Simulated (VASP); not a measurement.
Wanted: the native input for a VASP 6.6.1 run.

```
Task                   : single point
Functional             : PBE
Potentials or basis    : VASP PAW PBE potentials, release 64 (Co, O)
Cutoff                 : 520 eV
k mesh                 : 6 × 6 × 4
Occupations            : gaussian, width 0.1 eV
Spin                   : collinear spin, antiferromagnetic start
Starting moments       : [-2.6, 2.6, 0.11, -0.11] μB
Hubbard terms          : Co d U = 3.32 eV
Dipole correction      : no
Further INCAR settings : ALGO = Normal; EDIFF = 1e-06; NBANDS = 27
```

The structure of CoO lies in POSCAR:

```
CoO
1.0
    3.2853145538      0.0000000000      0.0000000000
   -1.6426572770      2.8451658630      0.0000000000
    0.0000000000      0.0000000000      5.2946822873
Co O
2 2
Direct
    0.0000000000      0.0000000000      0.0005739544
    0.3333333333      0.6666666667      0.5005739130
    0.0000000000      0.0000000000      0.3744265692
    0.3333333333      0.6666666667      0.8744265635
```

One way to write it, as run:

INCAR

```
ALGO = Normal
EDIFF = 1E-6
ENCUT = 520
GGA = PE
ISIF = 2
ISMEAR = 0
ISPIN = 2
LASPH = T
LCHARG = F
LDAU = T
LDAUJ = 0 0
LDAUL = 2 -1
LDAUPRINT = 1
LDAUTYPE = 2
LDAUU = 3.32 0
LMAXMIX = 4
LORBIT = 11
LREAL = F
LWAVE = F
MAGMOM = -2.6 2.6 0.11 -0.11
NBANDS = 27
NELM = 150
PREC = Accurate
SIGMA = 0.1
```

KPOINTS

```
k-points
0
Gamma
  6 6 4
```

Potentials or basis: VASP PAW PBE potentials, release 64 (Co, O).

Run with:

```bash
$ cat potpaw_PBE.64/Co/POTCAR potpaw_PBE.64/O/POTCAR > POTCAR
$ mpirun -np 1 vasp_std > vasp.out
```

Results of the run:

* Pressure: -1.6 GPa
* Largest force: 0.015 eV/Å
* Band gap on the k mesh: 1.20 eV (least direct gap 1.29 eV)
* Net moment: 0.00 μB per cell
* Site moments: Co -2.66, +2.66; O +0.09, -0.09 μB
* Valence electrons inside the program's atomic spheres: Co 7.87; O 5.00

It took 25 s on 1 thread of Intel(R) Xeon(R) 6975P-C (Granite Rapids), on a shared host, peak memory 0.19 GiB.
